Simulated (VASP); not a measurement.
# Ga2GeO3 (P-4m2) in VASP: further runs

The runs below take Ga2GeO3 through relaxation of cell and atoms, single point, with PBE.

Program: VASP 6.6.1. These are calculated values, not measurements. Logs are shortened: lines on timing, memory, paths and dates and some standing lists are left out, and cuts for length are marked.

## Step 1: The cell of the first run

Symmetry: P-4m2, No. 115, tetragonal system. The conventional cell has a = 3.343 Å, b = 3.343 Å, c = 7.378 Å, α = 90.00°, β = 90.00°, γ = 90.00°. Within 3.3 Å of Ga (site symmetry 2mm) lie 7 O at 2.52 to 2.60 Å and 2 Ge at 2.56 Å. Within 3.1 Å of Ge (site symmetry -4m2) lie 4 O at 2.36 Å and 4 Ga at 2.56 Å. O (site symmetry -4m2) has 4 Ge at 2.36 Å and 4 Ga at 2.56 Å within 3.1 Å. Within 3.3 Å of O (site symmetry 2mm) lie 5 Ga at 2.52 to 2.60 Å and 6 O at 2.92 to 3.29 Å and 2 Ge at 3.29 Å.

## Step 2: Relaxation of cell and atoms, PBE

Contents of INCAR:

```
PREC = Accurate ; ENCUT = 600
EDIFF = 1E-6 ; ISMEAR = 0
SIGMA = 0.1 ; LREAL = F
LASPH = T ; NELM = 100
ALGO = Normal ; ISIF = 3
LWAVE = F ; LCHARG = F
GGA = PE ; IBRION = 2
NSW = 90 ; EDIFFG = -0.04
```

Contents of KPOINTS:

```
Automatic mesh
0
Gamma
  6 6 4
```

Contents of POSCAR:

```
Ga2GeO3
1.0
    3.3427805000      0.0000000000      0.0000000000
    0.0000000000      3.3427805000      0.0000000000
    0.0000000000      0.0000000000      7.3780570600
Ga Ge O
2 1 3
Direct
    0.0000000000      0.5000000000      0.7365000200
    0.5000000000      0.0000000000      0.2634999800
    0.0000000000      0.0000000000      0.0000000000
    0.5000000000      0.5000000000      0.0000000000
    0.0000000000      0.5000000000      0.3835000100
    0.5000000000      0.0000000000      0.6164999900
```

Potentials or basis: VASP PAW PBE potentials, release 64 (Ga_d, Ge_d, O).

The run is started by

```bash
> cat potpaw_PBE.64/Ga_d/POTCAR potpaw_PBE.64/Ge_d/POTCAR potpaw_PBE.64/O/POTCAR > POTCAR
> mpirun -np 1 vasp_std > vasp.out
```

OUTCAR:

```text
PREC = Accurate
   ENCUT = 600
   EDIFF = 1E-6
   ISMEAR = 0
   LREAL = F
   LASPH = T
   NELM = 100
   ISIF = 3
   GGA = PE
   IBRION = 2
   NSW = 90
   EDIFFG = -0.04

 ion  position               nearest neighbor table
   1  0.000  0.500  0.737-   3 2.56   3 2.56
   2  0.500  0.000  0.263-   3 2.56   3 2.56
   3  0.000  0.000  0.000-   4 2.36   4 2.36   4 2.36   4 2.36   2 2.56   2 2.56   1 2.56   1 2.56

   4  0.500  0.500  0.000-   3 2.36   3 2.36   3 2.36   3 2.36
   5  0.000  0.500  0.384-
   6  0.500  0.000  0.616-

  LATTYP: Found a simple tetragonal cell.
 ALAT       =     3.3427805000
 C/A-ratio  =     2.2071616907

  Lattice vectors:

 A1 = (   3.3427805000,   0.0000000000,   0.0000000000)
 A2 = (   0.0000000000,   3.3427805000,   0.0000000000)
 A3 = (   0.0000000000,   0.0000000000,   7.3780570600)

Analysis of symmetry for initial positions (statically):
=====================================================================
 Subroutine PRICEL returns:
 Original cell was already a primitive cell.

 Routine SETGRP: Setting up the symmetry group for a
 simple tetragonal supercell.

 Subroutine GETGRP returns: Found  8 space group operations
 (whereof  8 operations were pure point group operations)
 out of a pool of 16 trial point group operations.

The static configuration has the point symmetry D_2d.

Analysis of symmetry for dynamics (positions and initial velocities):
=====================================================================
 Subroutine PRICEL returns:
 Original cell was already a primitive cell.

 Routine SETGRP: Setting up the symmetry group for a
 simple tetragonal supercell.

 Subroutine GETGRP returns: Found  8 space group operations
 (whereof  8 operations were pure point group operations)
 out of a pool of 16 trial point group operations.

The dynamic configuration has the point symmetry D_2d.

 Subroutine INISYM returns: Found  8 space group operations
 (whereof  8 operations are pure point group operations),
 and found     1 'primitive' translations

----------------------------------------------------------------------------------------

                                     Primitive cell

  volume of cell :      82.4437

  direct lattice vectors                    reciprocal lattice vectors
     3.342780500  0.000000000  0.000000000     0.299152158  0.000000000  0.000000000
     0.000000000  3.342780500  0.000000000     0.000000000  0.299152158  0.000000000
     0.000000000  0.000000000  7.378057060     0.000000000  0.000000000  0.135537038

  length of vectors
     3.342780500  3.342780500  7.378057060     0.299152158  0.299152158  0.135537038

  position of ions in fractional coordinates (direct lattice)
     0.000000000  0.500000000  0.736500020
     0.500000000  0.000000000  0.263499980
     0.000000000  0.000000000  0.000000000
     0.500000000  0.500000000  0.000000000
     0.000000000  0.500000000  0.383500010
     0.500000000  0.000000000  0.616499990

  ion indices of the primitive-cell ions
   primitive index   ion index
                 1           1
                 2           2
                 3           3
                 4           4
                 5           5
                 6           6

----------------------------------------------------------------------------------------

 KPOINTS: Automatic mesh

Automatic generation of k-mesh.
 Grid dimensions read from file:
 generate k-points for:    6    6    4

 Generating k-lattice:

  Cartesian coordinates                     Fractional coordinates (reciprocal lattice)
     0.049858693  0.000000000  0.000000000     0.166666667  0.000000000  0.000000000
     0.000000000  0.049858693  0.000000000     0.000000000  0.166666667  0.000000000
     0.000000000  0.000000000  0.033884259     0.000000000  0.000000000  0.250000000

  Length of vectors
     0.049858693  0.049858693  0.033884259

  Shift w.r.t. Gamma in fractional coordinates (k-lattice)
     0.000000000  0.000000000  0.000000000

 Subroutine IBZKPT returns following result:
 ===========================================

 Found     30 irreducible k-points:

 Following reciprocal coordinates:
            Coordinates               Weight
  0.000000  0.000000  0.000000      1.000000
  0.166667  0.000000  0.000000      4.000000
  0.333333  0.000000  0.000000      4.000000
  0.500000  0.000000  0.000000      2.000000
  0.166667  0.166667  0.000000      4.000000
  0.333333  0.166667  0.000000      8.000000
[... 16 lines left out ...]
  0.333333  0.000000  0.500000      4.000000
  0.500000  0.000000  0.500000      2.000000
 [... further k-points ...]
   k-points           NKPTS =     30   k-points in BZ     NKDIM =     30   number of bands    NBANDS=     34
   number of dos      NEDOS =    301   number of ions     NIONS =      6
   total plane-waves  NPLWV =  47040
   dimension x,y,z NGX =    28 NGY =   28 NGZ =   60
   dimension x,y,z NGXF=    56 NGYF=   56 NGZF=  120
   ions per type =               2   1   3
   NGX,Y,Z   is equivalent  to a cutoff of  13.93, 13.93, 13.52 a.u.
   NGXF,Y,Z  is equivalent  to a cutoff of  27.85, 27.85, 27.04 a.u.
 SYSTEM =  unknown system
   PREC   = accura    normal or accurate (medium, high low for compatibility)
   ISTART =      0    job   : 0-new  1-cont  2-samecut
   ICHARG =      2    charge: 1-file 2-atom 10-const
   ISPIN  =      1    spin polarized calculation?
   LNONCOLLINEAR =      F non collinear calculations
   LSORBIT =      F    spin-orbit coupling
   LASPH  =      T    aspherical Exc in radial PAW
   ENCUT  =  600.0 eV  44.10 Ry    6.64 a.u.   6.68  6.68 14.74*2*pi/ulx,y,z
   NELM   =    100;   NELMIN=  2; NELMDL= -5     # of ELM steps
   EDIFF  = 0.1E-05   stopping-criterion for ELM
   LREAL  =      F    real-space projection
   EDIFFG = -.4E-01   stopping-criterion for IOM
   NSW    =     90    number of steps for IOM
   IBRION =      2    ionic relax: 0-MD 1-quasi-New 2-CG
   NFREE  =      1    steps in history (QN), initial steepest desc. (CG)
   ISIF   =      3    stress and relaxation
   ISYM   =      2    0-nonsym 1-usesym 2-fastsym
   POTIM  = 0.5000    time-step for ionic-motion
   TEBEG  =    0.0;   TEEND  =   0.0 temperature during run
   PSTRESS=    0.0 pullay stress
   NELECT =      58.0000    total number of electrons
   NUPDOWN=      -1.0000    fix difference up-down
   EMIN   =  10.00;   EMAX   =-10.00  energy-range for DOS
   EFERMI =   0.00;   METHOD = LEGACY
   ISMEAR =     0;   SIGMA  =   0.10  broadening in eV -4-tet -1-fermi 0-gaus
   EFERMI_NEDOS =   21; number of points for ismear=-14 and -15
   IALGO  =     38    algorithm
   IMIX   =      4    mixing-type and parameters
     AMIX     =   0.40;   BMIX     =  1.00
     AMIX_MAG =   1.60;   BMIX_MAG =  1.00
  volume/ion in A,a.u.               =      13.74        92.73
  Fermi-wavevector in a.u.,A,eV,Ry     =   1.456012  2.751463 28.843951  2.119971
  Thomas-Fermi vector in A             =   2.572980
   LORBIT       =      0    0 simple, 1 ext, 2 COOP (PROOUT), +10 PAW based schemes
   GGA     = PE    functional components
   LHFCALC =     F    Hartree Fock is set to
   AEXX    =    0.0000 exact exchange contribution
   IVDW    =     0    specifies the selected vdW correction
   LEPSILON=     F    determine dielectric tensor
   LRPA    =     F    only Hartree local field effects (RPA)
 conjugate gradient relaxation of ions
 non-spin polarized calculation
 Gauss-broadening in eV      SIGMA  =   0.10
  energy-cutoff  :      600.00
  volume of cell :       82.44
 maximum number of plane-waves:      2774
 NGX is ok and might be reduce to    28
   NGX = 13   NGY = 13   NGZ = 29

--------------------------------------- Ionic step        1  -------------------------------------------

 number of electron      58.0000023 magnetization

 Free energy of the ion-electron system (eV)
  ---------------------------------------------------
  ext. energy  EPLUGINS =         0.00000000
  ---------------------------------------------------
  free energy    TOTEN  =       -26.27811215 eV

  energy without entropy =      -26.25537699  energy(sigma->0) =      -26.26674457

------------------------ aborting loop because EDIFF is reached ----------------------------------------

  FORCE on cell =-STRESS in cart. coord.  units (eV):
  Direction    XX          YY          ZZ          XY          YZ          ZX
  --------------------------------------------------------------------------------------
  -------------------------------------------------------------------------------------
  Total       -7.7959668     -7.7959668     -1.3493850      0.0000000      0.0000000      0.0000000
  in kB     -151.5035592   -151.5035592    -26.2233841      0.0000000      0.0000000      0.0000000
  external PRESSURE =    -109.7435008 kB  Pullay stress =       0.0000000 kB
[... 101 lines left out ...]
  FREE ENERGIE OF THE ION-ELECTRON SYSTEM (eV)
  ---------------------------------------------------
  free  energy   TOTEN  =       -29.4889783077 eV

  energy  without entropy=      -29.4761466273  energy(sigma->0) =      -29.48256247

[... ionic steps 4 to 7 ...]

--------------------------------------- Ionic step        8  -------------------------------------------

 number of electron      58.0000002 magnetization

------------------------ aborting loop because EDIFF is reached ----------------------------------------

  FORCE on cell =-STRESS in cart. coord.  units (eV):
  Direction    XX          YY          ZZ          XY          YZ          ZX
  --------------------------------------------------------------------------------------
  -------------------------------------------------------------------------------------
  Total       -1.1044615     -1.1044615     -0.5646969      0.0000000      0.0000000      0.0000000
  in kB      -23.9337348    -23.9337348    -12.2370093      0.0000000      0.0000000      0.0000000
  external PRESSURE =     -20.0348263 kB  Pullay stress =       0.0000000 kB
[... 65 lines left out ...]
  energy  without entropy=      -30.2028582811  energy(sigma->0) =      -30.20702318

--------------------------------------- Ionic step       10  -------------------------------------------

 number of electron      58.0000003 magnetization

 Free energy of the ion-electron system (eV)
  ---------------------------------------------------
  ext. energy  EPLUGINS =         0.00000000
  ---------------------------------------------------
  free energy    TOTEN  =       -30.22363940 eV

  energy without entropy =      -30.21586870  energy(sigma->0) =      -30.21975405

 E-fermi :   5.9539     XC(G=0): -11.5944

 val. band max:        5.9421511853   @ k =   0.5000   0.3333   0.0000
 cond. band min:       5.9571764424   @ k =   0.5000   0.3333   0.2500
 fundamental gap:      0.0150252571
 Fermi energy:         5.9538646068

 k-point     1 :       0.0000    0.0000    0.0000
  band No.  band energies     occupation
      1     -18.6804      2.00000
      2     -18.6232      2.00000
      3     -18.6002      2.00000
      4     -18.5559      2.00000
      5     -18.5559      2.00000
      6     -14.3496      2.00000
[... 877 lines left out ...]
     33       9.7550      0.00000
     34      11.7716      0.00000

 [... further k-points ...]
[... 5 lines left out ...]
  --------------------------------------------------------------------------------------
  -------------------------------------------------------------------------------------
  Total       -0.0953398     -0.0953398      0.1700318      0.0000000      0.0000000     -0.0000000
  in kB       -2.0951636     -2.0951636      3.7365744      0.0000000      0.0000000     -0.0000000
  external PRESSURE =      -0.1512509 kB  Pullay stress =       0.0000000 kB
[... 21 lines left out ...]
  FREE ENERGIE OF THE ION-ELECTRON SYSTEM (eV)
  ---------------------------------------------------
  free  energy   TOTEN  =       -30.2236394032 eV

  energy  without entropy=      -30.2158686964  energy(sigma->0) =      -30.21975405

 reached required accuracy - stopping structural energy minimisation
```

It took 13 min on 1 thread of Intel Xeon 6975P-C, shared host; peak memory 0.28 GiB.

Results:

| Property | Result |
| --- | --- |
| Free energy | -30.2236 eV |
| Relaxed volume | 12.15 Å³/atom |
| Relaxed cell | a = 3.079 Å, b = 3.079 Å, c = 7.689 Å, α = 90.00°, β = 90.00°, γ = 90.00° |
| Space group after relaxing (to 0.05 Å) | P-4m2 (No. 115) |
| Energy gained by relaxing | 657.6 meV/atom |
| Ionic steps | 10 |
| Pressure after relaxing | 0.0 GPa |
| Largest force after relaxing | 0.034 eV/Å |
| Band gap on the k mesh | zero (band 29 reaches 6.33 eV, above the bottom of band 30 at 5.41 eV) |

Forces on the atoms (eV/Å):
```
Ga   0.000  0.000  0.030
Ga   0.000  0.000 -0.030
Ge   0.000  0.000  0.000
O    0.000  0.000  0.000
O    0.000  0.000 -0.034
O    0.000  0.000  0.034
```

Stress tensor (GPa, compression positive):
```
-0.21  0.00  0.00
 0.00 -0.21  0.00
 0.00  0.00  0.37
```

Step by step:
| step | energy change (eV) | largest force (eV/Å) | pressure (GPa) | volume (Å³) |
| --- | --- | --- | --- | --- |
| 1 | 0.0000 | 4.3183 | -10.97 | 82.44 |
| 2 | -2.5606 | 3.1863 | -4.51 | 71.65 |
| 3 | -3.2109 | 1.4743 | 10.25 | 64.95 |
| 4 | -3.7315 | 1.0633 | 2.67 | 69.82 |
| 5 | -3.8078 | 1.0216 | 0.45 | 72.63 |
| 6 | -3.8104 | 0.9986 | 0.17 | 73.18 |
| 7 | -3.9134 | 0.5370 | -1.36 | 73.63 |
| 8 | -3.9372 | 0.1211 | -2.00 | 73.94 |
| 9 | -3.9331 | 0.2427 | 2.32 | 71.67 |
| 10 | -3.9455 | 0.0336 | -0.02 | 72.91 |

Final structure:
```
Ga Ge O
1.0
     3.07937    0.00000    0.00000
     0.00000    3.07937    0.00000
     0.00000    0.00000    7.68851
Ga Ge O
2 1 3
Direct
  0.00000 0.50000 0.65781
  0.50000 0.00000 0.34219
  0.00000 0.00000 0.00000
  0.50000 0.50000 0.00000
  0.00000 0.50000 0.39281
  0.50000 0.00000 0.60719
```

## Step 3: Single point, PBE

This run uses another cell than the first one, of 12.11 Å³/atom, 0.882 times its volume.

Contents of INCAR:

```
SYSTEM = Ga2GeO3
ALGO = Normal
EDIFF = 1E-6
ENCUT = 520
GGA = PE
ISIF = 2
ISMEAR = 0
LASPH = .TRUE.
LCHARG = .FALSE.
LREAL = .FALSE.
LWAVE = .FALSE.
NBANDS = 38
NELM = 80
PREC = Accurate
SIGMA = 0.1
```

Contents of KPOINTS:

```
k-points
0
G
  12 12 6
  0 0 0
```

Contents of POSCAR:

```
Ga2GeO3
1.0
    3.0715675500      0.0000000000      0.0000000000
    0.0000000000      3.0715675500      0.0000000000
    0.0000000000      0.0000000000      7.7044016481
Ga Ge O
2 1 3
Direct
    0.0000000000      0.5000000000      0.6577838791
    0.5000000000      0.0000000000      0.3422161209
    0.0000000000      0.0000000000      0.0000000000
    0.5000000000      0.5000000000      0.0000000000
    0.0000000000      0.5000000000      0.3928213853
    0.5000000000      0.0000000000      0.6071786147
```

Potentials or basis: VASP PAW PBE potentials, release 64 (Ga_d, Ge_d, O).

The run is started by

```bash
> cat potpaw_PBE.64/Ga_d/POTCAR potpaw_PBE.64/Ge_d/POTCAR potpaw_PBE.64/O/POTCAR > POTCAR
> mpirun -np 1 vasp_std > vasp.out
```

Wall time 3.7 min (1 thread of Intel Xeon 6975P-C, shared host); peak memory 0.37 GiB.

Results (log left out):

- Free energy: -30.1981 eV
- Pressure: 0.4 GPa
- Largest force: 0.067 eV/Å
- Band gap on the k mesh: zero (band 29 reaches 6.41 eV, above the bottom of band 30 at 5.45 eV)

Forces in eV/Å, atoms in the order of the input:
```
Ga   0.000  0.000  0.067
Ga   0.000  0.000 -0.067
Ge   0.000  0.000  0.000
O    0.000  0.000  0.000
O    0.000  0.000 -0.027
O    0.000  0.000  0.027
```

Stress tensor (GPa, compression positive):
```
0.47 0.00 0.00
0.00 0.47 0.00
0.00 0.00 0.36
```

Levels at points of the mesh, in eV from the Fermi level:
| k point | band 25 | band 26 | band 27 | band 28 | band 29 | band 30 | band 31 | band 32 | band 33 | band 34 |
| --- | --- | --- | --- | --- | --- | --- | --- | --- | --- | --- |
| (0.00, 0.00, 0.00) | -4.12 | -4.02 | -3.25 | -3.25 | -2.22 | 0.34 | 2.82 | 6.33 | 8.04 | 8.34 |
| (0.50, 0.00, 0.00) | -3.24 | -3.14 | -3.10 | -1.30 | 0.39 | 0.75 | 2.87 | 3.46 | 4.00 | 5.01 |
| (0.50, 0.50, 0.00) | -5.14 | -4.88 | -4.88 | -2.72 | -0.37 | -0.37 | 1.70 | 6.12 | 6.12 | 6.47 |
| (0.00, 0.00, 0.50) | -4.17 | -4.17 | -3.23 | -3.23 | -1.65 | 0.59 | 3.05 | 5.34 | 7.59 | 8.48 |
| (0.50, 0.00, 0.50) | -3.14 | -3.12 | -2.78 | -0.70 | 0.14 | 0.60 | 3.00 | 3.22 | 3.80 | 5.23 |
| (0.50, 0.50, 0.50) | -4.79 | -4.79 | -4.49 | -2.80 | -0.55 | -0.55 | 1.59 | 6.09 | 6.12 | 6.12 |

## Step 4: Single point, PBE

This run uses another cell than the first one, of 12.14 Å³/atom, 0.883 times its volume.

Contents of INCAR:

```
SYSTEM = Ga2GeO3
  ALGO = Normal
  EDIFF = 1E-6
  ENCUT = 910
  GGA = PE
  GGA_COMPAT = .False.
  ISIF = 2
  ISMEAR = 0
  LASPH = .True.
  LCHARG = .True.
  LELF = .True.
  LREAL = .False.
  LVHAR = .True.
  LWAVE = .False.
  NBANDS = 38
  NELM = 120
  PREC = Accurate
  SIGMA = 0.1
```

Contents of KPOINTS:

```
k-points
0
Gamma
  6 6 4
  0 0 0
```

Contents of POSCAR:

```
Ga2GeO3
1.0
    3.0746117794      0.0000000000      0.0000000000
    0.0000000000      3.0746117794      0.0000000000
    0.0000000000      0.0000000000      7.7036636844
Ga Ge O
2 1 3
Direct
    0.0000000000      0.5000000000      0.6574593840
    0.5000000000      0.0000000000      0.3425406160
    0.0000000000      0.0000000000      0.0000000000
    0.5000000000      0.5000000000      0.0000000000
    0.0000000000      0.5000000000      0.3929735658
    0.5000000000      0.0000000000      0.6070264342
```

Potentials or basis: VASP PAW PBE potentials, release 64 (Ga_d, Ge_d, O_h).

The run is started by

```bash
> cat potpaw_PBE.64/Ga_d/POTCAR potpaw_PBE.64/Ge_d/POTCAR potpaw_PBE.64/O_h/POTCAR > POTCAR
> mpirun -np 1 vasp_std > vasp.out
```

Wall time 3.3 min (1 thread of Intel Xeon Platinum 8259CL at 2.50GHz (Skylake/Cascade Lake), shared host); peak memory 0.36 GiB.

The run converged. Its results:

```yaml
Free_energy: -30.2203 eV
Pressure: 0.1 GPa
Largest_force: 0.060 eV/Å
Band_gap_on_the_k_mesh: zero (band 29 reaches 6.68 eV, above the bottom of band 30 at 5.75 eV)
```

Forces in eV/Å, atoms in the order of the input:
```
Ga   0.000  0.000  0.060
Ga   0.000  0.000 -0.060
Ge   0.000  0.000  0.000
O    0.000  0.000  0.000
O    0.000  0.000 -0.034
O    0.000  0.000  0.034
```

Levels at points of the mesh, in eV from the Fermi level:
```tsv
k point	band 25	band 26	band 27	band 28	band 29	band 30	band 31	band 32	band 33	band 34
(0.00, 0.00, 0.00)	-4.11	-4.02	-3.24	-3.24	-2.22	0.34	2.83	6.34	8.04	8.33
(0.50, 0.00, 0.00)	-3.24	-3.14	-3.09	-1.29	0.39	0.74	2.86	3.45	4.00	5.01
(0.50, 0.50, 0.00)	-5.12	-4.89	-4.89	-2.72	-0.36	-0.36	1.70	6.13	6.13	6.47
(0.00, 0.00, 0.50)	-4.16	-4.16	-3.22	-3.22	-1.65	0.58	3.05	5.36	7.59	8.48
(0.50, 0.00, 0.50)	-3.14	-3.11	-2.77	-0.70	0.14	0.59	2.99	3.20	3.80	5.23
(0.50, 0.50, 0.50)	-4.80	-4.80	-4.48	-2.80	-0.55	-0.55	1.59	6.08	6.13	6.13
```

Caveat: the cutoff is under 1.25 times the usual one of these potentials, so pressure, stress and relaxed cells hold a basis-set (Pulay) error.

## Step 5: Overview

| task | potentials or basis | cell | k mesh | cutoff (eV) | second run | gap on the mesh (eV) | pressure (GPa) | largest force (eV/Å) |
| --- | --- | --- | --- | --- | --- | --- | --- | --- |
| relaxation of cell and atoms | VASP PAW PBE potentials, release 64 (Ga_d, Ge_d, O) | relaxed from a = 3.343, b = 3.343, c = 7.378 Å, 6 atoms | 6 × 6 × 4 | 600 | - | none | 0.0 | 0.03 |
| single point | VASP PAW PBE potentials, release 64 (Ga_d, Ge_d, O) | a = 3.072, b = 3.072, c = 7.704 Å, 6 atoms | 12 × 12 × 6 | 520 | - | none | 0.4 | 0.07 |
| single point | VASP PAW PBE potentials, release 64 (Ga_d, Ge_d, O_h) | a = 3.075, b = 3.075, c = 7.704 Å, 6 atoms | 6 × 6 × 4 | 910 | hard_potentials | none | 0.1 | 0.06 |

Alike in all rows: level PBE; no spin polarisation; smearing gaussian 0.1 eV.

Caveats: the cutoff is under 1.25 times the usual one of these potentials, so pressure, stress and relaxed cells hold a basis-set (Pulay) error (some runs).

Total energies depend on the potentials used, so only differences within one code and one set of settings carry meaning.
